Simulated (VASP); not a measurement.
# Ca (Fm-3m) in VASP: single point with PBE

Aim: the single point of Ca with PBE.

Program: VASP 6.6.1. These are calculated values, not measurements. Logs are shortened: lines on timing, memory, paths and dates and some standing lists are left out, and cuts for length are marked.

### Step 1. The cell of the first run

Symmetry: Fm-3m, No. 225, cubic system. The conventional cell has a = 5.525 Å, b = 5.525 Å, c = 5.525 Å, α = 90.00°, β = 90.00°, γ = 90.00°. Ca (site symmetry m-3m) has 12 Ca at 3.91 Å within 5.1 Å.

### Step 2. Single point, PBE

Contents of INCAR:

```
SYSTEM = Ca
ALGO = Fast
EDIFF = 1E-6
ENCUT = 520
GGA = PE
ISIF = 2
ISMEAR = 0
ISYM = 0
LASPH = .True.
LCHARG = .False.
LREAL = .False.
LWAVE = .False.
NBANDS = 11
NELM = 80
PREC = Accurate
SIGMA = 0.1
```

Contents of KPOINTS:

```
k-points
0
Gamma
  9 6 17
  0 0 0
```

Contents of POSCAR:

```
Ca
1.0
    3.9066182645      0.0000000000      0.0000000000
    0.0000000000      5.5247925326      0.0000000000
    1.9533091322      2.7623962663      1.9533091322
Ca
1
Direct
    0.0000000000      0.0000000000      0.0000000000
```

Potentials or basis: VASP PAW PBE potentials, release 64 (Ca_sv).

On the command line:

```bash
> cat potpaw_PBE.64/Ca_sv/POTCAR > POTCAR
> mpirun -np 1 vasp_std > vasp.out
```

OUTCAR:

```text
SYSTEM = Ca
   EDIFF = 1E-6
   ENCUT = 520
   GGA = PE
   ISIF = 2
   ISMEAR = 0
   ISYM = 0
   LASPH = .True.
   LREAL = .False.
   NELM = 80
   PREC = Accurate

 ion  position               nearest neighbor table
   1  0.000  0.000  0.000-

IMPORTANT INFORMATION: All symmetrisations will be switched off!
NOSYMM: (Re-)initialisation of all symmetry stuff for point group C_1.

----------------------------------------------------------------------------------------

                                     Primitive cell

  volume of cell :      42.1588

  direct lattice vectors                    reciprocal lattice vectors
     3.906618265  0.000000000  0.000000000     0.255975868  0.000000000 -0.255975868
     0.000000000  5.524792533  0.000000000     0.000000000  0.181002272 -0.255975868
     1.953309132  2.762396266  1.953309132     0.000000000  0.000000000  0.511951735

  length of vectors
     3.906618265  5.524792533  3.906618264     0.362004544  0.313505131  0.511951735

  position of ions in fractional coordinates (direct lattice)
     0.000000000  0.000000000  0.000000000

  ion indices of the primitive-cell ions
   primitive index   ion index
                 1           1

----------------------------------------------------------------------------------------

 KPOINTS: k-points

Automatic generation of k-mesh.
 Grid dimensions read from file:
 generate k-points for:    9    6   17

 Generating k-lattice:

  Cartesian coordinates                     Fractional coordinates (reciprocal lattice)
     0.028441763  0.000000000 -0.028441763     0.111111111  0.000000000  0.000000000
     0.000000000  0.030167045 -0.042662645     0.000000000  0.166666667  0.000000000
     0.000000000  0.000000000  0.030114808     0.000000000  0.000000000  0.058823529

  Length of vectors
     0.040222727  0.052250855  0.030114808

  Shift w.r.t. Gamma in fractional coordinates (k-lattice)
     0.000000000  0.000000000  0.000000000

 -----------------------------------------------------------------------------
|                                                                             |
|           W    W    AA    RRRRR   N    N  II  N    N   GGGG   !!!           |
|           W    W   A  A   R    R  NN   N  II  NN   N  G    G  !!!           |
|           W    W  A    A  R    R  N N  N  II  N N  N  G       !!!           |
|           W WW W  AAAAAA  RRRRR   N  N N  II  N  N N  G  GGG   !            |
|           WW  WW  A    A  R   R   N   NN  II  N   NN  G    G                |
|           W    W  A    A  R    R  N    N  II  N    N   GGGG   !!!           |
|                                                                             |
|     Your reciprocal lattice and k-lattice belong to different lattice       |
|     classes:                                                                |
|                                                                             |
|        The reciprocal lattice is body-centered cubic,                       |
|        whereas your k-lattice is triclinic.                                 |
|                                                                             |
|     Results are often still useful ...                                      |
|                                                                             |
 -----------------------------------------------------------------------------

 WARNING: IBZKPT: internal override: KBLOWUP is changed to .FALSE.
      ... skipping the blow-up phase ...

 Subroutine IBZKPT returns following result:
 ===========================================

 Found    460 irreducible k-points:

 Following reciprocal coordinates:
            Coordinates               Weight
  0.000000  0.000000  0.000000      1.000000
  0.111111  0.000000  0.000000      2.000000
  0.222222  0.000000  0.000000      2.000000
  0.333333  0.000000  0.000000      2.000000
  0.444444  0.000000  0.000000      2.000000
  0.000000  0.166667 -0.000000      2.000000
[... 16 lines left out ...]
 -0.111111  0.333333 -0.000000      2.000000
  0.000000  0.500000 -0.000000      1.000000
 [... further k-points ...]
   k-points           NKPTS =    460   k-points in BZ     NKDIM =    460   number of bands    NBANDS=     11
   number of dos      NEDOS =    301   number of ions     NIONS =      1
   total plane-waves  NPLWV =  37800
   dimension x,y,z NGX =    30 NGY =   42 NGZ =   30
   dimension x,y,z NGXF=    60 NGYF=   84 NGZF=   60
   ions per type =               1
   NGX,Y,Z   is equivalent  to a cutoff of  12.77, 12.64, 12.77 a.u.
   NGXF,Y,Z  is equivalent  to a cutoff of  25.53, 25.28, 25.53 a.u.
 SYSTEM =  Ca
   PREC   = accura    normal or accurate (medium, high low for compatibility)
   ISTART =      0    job   : 0-new  1-cont  2-samecut
   ICHARG =      2    charge: 1-file 2-atom 10-const
   ISPIN  =      1    spin polarized calculation?
   LNONCOLLINEAR =      F non collinear calculations
   LSORBIT =      F    spin-orbit coupling
   LASPH  =      T    aspherical Exc in radial PAW
   ENCUT  =  520.0 eV  38.22 Ry    6.18 a.u.   7.26 10.27  7.26*2*pi/ulx,y,z
   NELM   =     80;   NELMIN=  2; NELMDL= -5     # of ELM steps
   EDIFF  = 0.1E-05   stopping-criterion for ELM
   LREAL  =      F    real-space projection
   EDIFFG = 0.1E-04   stopping-criterion for IOM
   NSW    =      0    number of steps for IOM
   IBRION =     -1    ionic relax: 0-MD 1-quasi-New 2-CG
   NFREE  =      0    steps in history (QN), initial steepest desc. (CG)
   ISIF   =      2    stress and relaxation
   ISYM   =      0    0-nonsym 1-usesym 2-fastsym
   POTIM  = 0.5000    time-step for ionic-motion
   TEBEG  =    0.0;   TEEND  =   0.0 temperature during run
   PSTRESS=    0.0 pullay stress
   NELECT =      10.0000    total number of electrons
   NUPDOWN=      -1.0000    fix difference up-down
   EMIN   =  10.00;   EMAX   =-10.00  energy-range for DOS
   EFERMI =   0.00;   METHOD = LEGACY
   ISMEAR =     0;   SIGMA  =   0.10  broadening in eV -4-tet -1-fermi 0-gaus
   EFERMI_NEDOS =   21; number of points for ismear=-14 and -15
   IALGO  =     68    algorithm
   IMIX   =      4    mixing-type and parameters
     AMIX     =   0.40;   BMIX     =  1.00
     AMIX_MAG =   1.60;   BMIX_MAG =  1.00
  volume/ion in A,a.u.               =      42.16       284.50
  Fermi-wavevector in a.u.,A,eV,Ry     =   1.013395  1.915039 13.972774  1.026970
  Thomas-Fermi vector in A             =   2.146561
   LORBIT       =      0    0 simple, 1 ext, 2 COOP (PROOUT), +10 PAW based schemes
   GGA     = PE    functional components
   LHFCALC =     F    Hartree Fock is set to
   AEXX    =    0.0000 exact exchange contribution
   IVDW    =     0    specifies the selected vdW correction
   LEPSILON=     F    determine dielectric tensor
   LRPA    =     F    only Hartree local field effects (RPA)
 non-spin polarized calculation
 RMM-DIIS sequential band-by-band and
 Gauss-broadening in eV      SIGMA  =   0.10
  energy-cutoff  :      520.00
  volume of cell :       42.16
 maximum number of plane-waves:      1158
 NGX is ok and might be reduce to    30
   NGX = 15   NGY = 21   NGZ = 15

 number of electron      10.0000000 magnetization

 Free energy of the ion-electron system (eV)
  ---------------------------------------------------
  ext. energy  EPLUGINS =         0.00000000
  ---------------------------------------------------
  free energy    TOTEN  =        -1.93095685 eV

  energy without entropy =       -1.92227528  energy(sigma->0) =       -1.92661606

 E-fermi :   1.9575     XC(G=0):  -7.7391

 val. band max:        1.9509533477   @ k =   0.0000   0.1667   0.4118
 cond. band min:       1.9585923579   @ k =  -0.3333  -0.1667   0.1765
 fundamental gap:      0.0076390102
 Fermi energy:         1.9575009508

 k-point     1 :       0.0000    0.0000    0.0000
  band No.  band energies     occupation
      1     -40.0529      2.00000
      2     -20.9707      2.00000
      3     -20.9696      2.00000
      4     -20.9687      2.00000
      5      -2.0639      2.00000
      6       4.3008      0.00000
      7       4.3013      0.00000
      8       4.3021      0.00000
      9       5.3722      0.00000
     10       5.3732      0.00000
     11      11.0857      0.00000

 k-point     2 :       0.1111    0.0000    0.0000
  band No.  band energies     occupation
      1     -40.0508      2.00000
      2     -20.9852      2.00000
      3     -20.9764      2.00000
      4     -20.9753      2.00000
      5      -1.7838      2.00000
      6       4.0232      0.00000
      7       4.4130      0.00000
      8       4.4138      0.00000
      9       5.0965      0.00000
     10       5.4455      0.00000
     11      11.4329      0.00000

 k-point     3 :       0.2222    0.0000    0.0000
  band No.  band energies     occupation
      1     -40.0454      2.00000
      2     -21.0248      2.00000
      3     -20.9914      2.00000
      4     -20.9904      2.00000
      5      -0.9856      2.00000
      6       3.4329      0.00000
      7       4.3915      0.00000
      8       4.7606      0.00000
      9       4.7614      0.00000
     10       5.6374      0.00000
     11      11.1359      0.00000
[... 267 lines left out ...]
 k-point    23 :      -0.1111    0.3333   -0.0000
  band No.  band energies     occupation
      1     -40.0447      2.00000
      2     -21.0443      2.00000
      3     -20.9927      2.00000
      4     -20.9793      2.00000
      5      -0.7994      2.00000
      6       3.3011      0.00000
      7       4.2188      0.00000
      8       4.5897      0.00000
      9       5.0871      0.00000
     10       5.7236      0.00000
     11       9.2952      0.00000

 k-point    24 :       0.0000    0.5000   -0.0000
  band No.  band energies     occupation
      1     -40.0393      2.00000
      2     -21.1074      2.00000
      3     -20.9899      2.00000
      4     -20.9887      2.00000
      5       0.9768      2.00000
      6       1.8030      1.97115
      7       4.1857      0.00000
      8       4.1861      0.00000
      9       6.0588      0.00000
     10       6.0598      0.00000
     11       7.1751      0.00000

 [... further k-points ...]

------------------------ aborting loop because EDIFF is reached ----------------------------------------

  FORCE on cell =-STRESS in cart. coord.  units (eV):
  Direction    XX          YY          ZZ          XY          YZ          ZX
  --------------------------------------------------------------------------------------
  -------------------------------------------------------------------------------------
  Total        0.0060283      0.0103954      0.0140310      0.0015026     -0.0166538     -0.0011092
  in kB        0.2290953      0.3950596      0.5332263      0.0571045     -0.6329007     -0.0421521
  external PRESSURE =       0.3857937 kB  Pullay stress =       0.0000000 kB

 VOLUME and BASIS-vectors are now :
 -----------------------------------------------------------------------------
  energy-cutoff  :      520.00
  volume of cell :       42.16
      direct lattice vectors                 reciprocal lattice vectors
     3.906618265  0.000000000  0.000000000     0.255975868  0.000000000 -0.255975868
     0.000000000  5.524792533  0.000000000     0.000000000  0.181002272 -0.255975868
     1.953309132  2.762396266  1.953309132     0.000000000  0.000000000  0.511951735

 POSITION                                       TOTAL-FORCE (eV/Angst)
 -----------------------------------------------------------------------------------
      0.00000      0.00000      0.00000        -0.000000     -0.000000     -0.000000
 -----------------------------------------------------------------------------------
    total drift:                               -0.000000     -0.000000     -0.000000

  FREE ENERGIE OF THE ION-ELECTRON SYSTEM (eV)
  ---------------------------------------------------
  free  energy   TOTEN  =        -1.9309568500 eV

  energy  without entropy=       -1.9222752756  energy(sigma->0) =       -1.92661606
```

Wall time 2.5 min (1 thread of Intel Xeon 6975P-C (Granite Rapids), shared host); peak memory 0.35 GiB.

What came out:

| Item | Value |
| --- | --- |
| Free energy | -1.9310 eV |
| Pressure | 0.0 GPa |
| Band gap on the k mesh | zero (bands 5 and 6 overlap by 0.33 eV) |
